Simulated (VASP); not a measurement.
# Se (C2/c) in VASP: notebook, part 2 of 2

VASP 6.6.1. Earlier steps stand in the parts before.

## Step 3: Single point, BLYP (45.54 Å³/atom)

This run uses another cell than the first one, of 45.54 Å³/atom.

INCAR

```
SYSTEM = Se
PREC     = Accurate       ! precision mode
ENCUT    = 520            ! plane-wave cutoff, eV
EDIFF    = 1E-6           ! SCF threshold, eV
ISMEAR   = -1             ! smearing method
SIGMA    = 0.1            ! smearing width, eV
LREAL    = .FALSE.        ! projectors in reciprocal space
LASPH    = .TRUE.         ! aspherical terms in the spheres
NELM     = 80             ! most SCF steps
ALGO     = Normal         ! electronic algorithm
ISIF     = 2              ! what is computed and relaxed
LWAVE    = .FALSE.        ! write WAVECAR
LCHARG   = .FALSE.        ! write CHGCAR
GGA      = B5             ! functional
ALDAX    = 1.0          
AGGAX    = 1.0          
AGGAC    = 1.0          
ALDAC    = 0.0          
NBANDS   = 13             ! bands
```

KPOINTS

```
regular mesh
0
G
  14 14 8
  0 0 0
```

POSCAR

```
Se
1.0
   -5.1321692780      4.7815836923      1.4025582509
    4.7815836923     -5.1321692780      1.4025582509
    3.5308424113      3.5308424113     -2.0446563933
Se
2
Direct
    0.0874639238      0.9125360762      0.0000000000
    0.6625360762      0.3374639238      0.5000000000
```

Potentials or basis: VASP PAW PBE potentials, release 64 (Se).

Command:

```bash
$ cat potpaw_PBE.64/Se/POTCAR > POTCAR
$ mpirun -np 1 vasp_std > vasp.out
```

OUTCAR:

```text
SYSTEM = Se
   PREC = Accurate
   ENCUT = 520
   EDIFF = 1E-6
   ISMEAR = -1
   LREAL = .FALSE.
   LASPH = .TRUE.
   NELM = 80
   ISIF = 2
   GGA = B5

 ion  position               nearest neighbor table
   1  0.087  0.913  0.000-   2 2.51   2 2.51
   2  0.663  0.337  0.500-   1 2.51   1 2.51

  Warning from LATTYP: Got some problem with cell dimensions!
  Tried to take original basis but could not verify dimensions!
  LATTYP: Found a base centered monoclinic cell.
 ALAT       =     2.8485959865
 B/A-ratio  =     4.9217804037
 C/A-ratio  =     1.6012799448
 COS(beta)  =    -0.0074440739

  Lattice vectors:

 A1 = (  -5.1321692780,   4.7815836923,   1.4025582509)
 A2 = (   4.7815836923,  -5.1321692780,   1.4025582509)
 A3 = (   3.1802568256,   3.1802568256,   0.7604601085)

Analysis of symmetry for initial positions (statically):
=====================================================================
 Subroutine PRICEL returns:
 Original cell was already a primitive cell.

 Routine SETGRP: Setting up the symmetry group for a
 base centered monoclinic supercell.

 Subroutine GETGRP returns: Found  4 space group operations
 (whereof  2 operations were pure point group operations)
 out of a pool of  4 trial point group operations.

The static configuration has the point symmetry C_2 .
 The point group associated with its full space group is C_2h.

Analysis of symmetry for dynamics (positions and initial velocities):
=====================================================================
 Subroutine PRICEL returns:
 Original cell was already a primitive cell.

 Routine SETGRP: Setting up the symmetry group for a
 base centered monoclinic supercell.

 Subroutine GETGRP returns: Found  4 space group operations
 (whereof  2 operations were pure point group operations)
 out of a pool of  4 trial point group operations.

The dynamic configuration has the point symmetry C_2 .
 The point group associated with its full space group is C_2h.

 Subroutine INISYM returns: Found  4 space group operations
 (whereof  2 operations are pure point group operations),
 and found     1 'primitive' translations

----------------------------------------------------------------------------------------

                                     Primitive cell

  volume of cell :      91.0836

  direct lattice vectors                    reciprocal lattice vectors
    -5.132169278  4.781583692  1.402558251     0.060837653  0.161707626  0.384305310
     4.781583692 -5.132169278  1.402558251     0.161707626  0.060837653  0.384305310
     3.530842411  3.530842411 -2.044656393     0.152657786  0.152657786  0.038158571

  length of vectors
     7.153312083  7.153312083  5.395768345     0.421356319  0.421356319  0.219237030

  position of ions in fractional coordinates (direct lattice)
     0.087463924  0.912536076  0.000000000
     0.662536076  0.337463924  0.500000000

  ion indices of the primitive-cell ions
   primitive index   ion index
                 1           1
                 2           2

----------------------------------------------------------------------------------------

 KPOINTS: regular mesh

Automatic generation of k-mesh.
[... 23 lines left out ...]
  0.000000  0.000000  0.000000      1.000000
  0.071429  0.000000 -0.000000      4.000000
  0.142857 -0.000000  0.000000      4.000000
  0.214286  0.000000  0.000000      4.000000
  0.285714  0.000000 -0.000000      4.000000
  0.357143  0.000000  0.000000      4.000000
[... 16 lines left out ...]
  0.214286  0.142857  0.000000      4.000000
  0.285714  0.142857  0.000000      4.000000
 [... further k-points ...]
   k-points           NKPTS =    429   k-points in BZ     NKDIM =    429   number of bands    NBANDS=     13
   number of dos      NEDOS =    301   number of ions     NIONS =      2
   total plane-waves  NPLWV = 116640
   dimension x,y,z NGX =    54 NGY =   54 NGZ =   40
   dimension x,y,z NGXF=   108 NGYF=  108 NGZF=   80
   ions per type =               2
   NGX,Y,Z   is equivalent  to a cutoff of  12.55, 12.55, 12.32 a.u.
   NGXF,Y,Z  is equivalent  to a cutoff of  25.10, 25.10, 24.65 a.u.
 SYSTEM =  Se
   PREC   = accura    normal or accurate (medium, high low for compatibility)
   ISTART =      0    job   : 0-new  1-cont  2-samecut
   ICHARG =      2    charge: 1-file 2-atom 10-const
   ISPIN  =      1    spin polarized calculation?
   LNONCOLLINEAR =      F non collinear calculations
   LSORBIT =      F    spin-orbit coupling
   LASPH  =      T    aspherical Exc in radial PAW
   ENCUT  =  520.0 eV  38.22 Ry    6.18 a.u.  13.30 13.30 10.03*2*pi/ulx,y,z
   NELM   =     80;   NELMIN=  2; NELMDL= -5     # of ELM steps
   EDIFF  = 0.1E-05   stopping-criterion for ELM
   LREAL  =      F    real-space projection
   EDIFFG = 0.1E-04   stopping-criterion for IOM
   NSW    =      0    number of steps for IOM
   IBRION =     -1    ionic relax: 0-MD 1-quasi-New 2-CG
   NFREE  =      0    steps in history (QN), initial steepest desc. (CG)
   ISIF   =      2    stress and relaxation
   ISYM   =      2    0-nonsym 1-usesym 2-fastsym
   POTIM  = 0.5000    time-step for ionic-motion
   TEBEG  =    0.0;   TEEND  =   0.0 temperature during run
   PSTRESS=    0.0 pullay stress
   NELECT =      12.0000    total number of electrons
   NUPDOWN=      -1.0000    fix difference up-down
   EMIN   =  10.00;   EMAX   =-10.00  energy-range for DOS
   EFERMI =   0.00;   METHOD = LEGACY
   ISMEAR =    -1;   SIGMA  =   0.10  broadening in eV -4-tet -1-fermi 0-gaus
   EFERMI_NEDOS =   21; number of points for ismear=-14 and -15
   IALGO  =     38    algorithm
   IMIX   =      4    mixing-type and parameters
     AMIX     =   0.40;   BMIX     =  1.00
     AMIX_MAG =   1.60;   BMIX_MAG =  1.00
  volume/ion in A,a.u.               =      45.54       307.33
  Fermi-wavevector in a.u.,A,eV,Ry     =   0.833020  1.574179  9.441378  0.693922
  Thomas-Fermi vector in A             =   1.946173
   LORBIT       =      0    0 simple, 1 ext, 2 COOP (PROOUT), +10 PAW based schemes
   GGA     = B5    functional components
   LHFCALC =     F    Hartree Fock is set to
   AEXX    =    0.0000 exact exchange contribution
   IVDW    =     0    specifies the selected vdW correction
   LEPSILON=     F    determine dielectric tensor
   LRPA    =     F    only Hartree local field effects (RPA)
 non-spin polarized calculation
  energy-cutoff  :      520.00
  volume of cell :       91.08
 maximum number of plane-waves:      2474
 NGX is ok and might be reduce to    54
   NGX = 27   NGY = 27   NGZ = 21

 number of electron      12.0000001 magnetization

 Free energy of the ion-electron system (eV)
  ---------------------------------------------------
  ext. energy  EPLUGINS =         0.00000000
  ---------------------------------------------------
  free energy    TOTEN  =        -5.67528891 eV

  energy without entropy =       -5.65222859  energy(sigma->0) =       -5.66375875

 E-fermi :   0.0391     XC(G=0):  -5.7492

 val. band max:        0.0388951671   @ k =  -0.1429   0.2857   0.2500
 cond. band min:       0.0408780194   @ k =  -0.0714   0.2143   0.2500
 fundamental gap:      0.0019828522
 Fermi energy:         0.0391154725

 k-point     1 :       0.0000    0.0000    0.0000
  band No.  band energies     occupation
      1     -15.6420      2.00000
      2     -11.7933      2.00000
      3      -6.1604      2.00000
      4      -3.1175      2.00000
      5      -2.0481      2.00000
      6       1.4942      0.00000
      7       1.7604      0.00000
      8       3.8682      0.00000
      9       4.0837      0.00000
     10       8.1862      0.00000
     11       8.5794      0.00000
     12       8.6263      0.00000
     13       9.4200      0.00000
[... 354 lines left out ...]
  band No.  band energies     occupation
      1     -12.8183      2.00000
      2     -12.0422      2.00000
      3      -4.9767      2.00000
      4      -4.2950      2.00000
      5      -3.1158      2.00000
      6      -2.3131      2.00000
      7       1.7549      0.00000
      8       2.9737      0.00000
      9       5.5944      0.00000
     10       6.4034      0.00000
     11       7.7230      0.00000
     12       7.9391      0.00000
     13      10.1914      0.00000

 [... further k-points ...]
[... 5 lines left out ...]
  --------------------------------------------------------------------------------------
  -------------------------------------------------------------------------------------
  Total        1.2992182      1.2992182      1.8046971      0.9754701      0.0891452      0.0891451
  in kB       22.8534954     22.8534954     31.7449652     17.1587053      1.5680802      1.5680798
  external PRESSURE =      25.8173187 kB  Pullay stress =       0.0000000 kB

 VOLUME and BASIS-vectors are now :
 -----------------------------------------------------------------------------
  energy-cutoff  :      520.00
  volume of cell :       91.08
      direct lattice vectors                 reciprocal lattice vectors
    -5.132169278  4.781583692  1.402558251     0.060837653  0.161707626  0.384305310
     4.781583692 -5.132169278  1.402558251     0.161707626  0.060837653  0.384305310
     3.530842411  3.530842411 -2.044656393     0.152657786  0.152657786  0.038158571

 POSITION                                       TOTAL-FORCE (eV/Angst)
 -----------------------------------------------------------------------------------
      3.91449     -4.26507      1.40256         0.199750     -0.199750     -0.000000
     -0.02121      3.20147      0.38023        -0.199750      0.199750      0.000000
 -----------------------------------------------------------------------------------
    total drift:                                0.000000     -0.000000     -0.000000

  FREE ENERGIE OF THE ION-ELECTRON SYSTEM (eV)
  ---------------------------------------------------
  free  energy   TOTEN  =        -5.6752889117 eV

  energy  without entropy=       -5.6522285883  energy(sigma->0) =       -5.66375875
```

Wall time 5.9 min (1 thread of Intel Xeon 6975P-C (Granite Rapids), shared host); peak memory 0.63 GiB.

Results:

```
Free energy            : -5.6753 eV
Pressure               : 2.6 GPa
Largest force          : 0.282 eV/Å
Band gap on the k mesh : zero (bands 6 and 7 overlap by 2.89 eV)
```

Forces on the atoms (eV/Å):
```
Se   0.200 -0.200  0.000
Se  -0.200  0.200  0.000
```

Caveat: the PAW data sets were made with another functional, which shifts forces and pressure a little.

The gap in the log of VASP goes by the Fermi energy; the results here count the filled bands.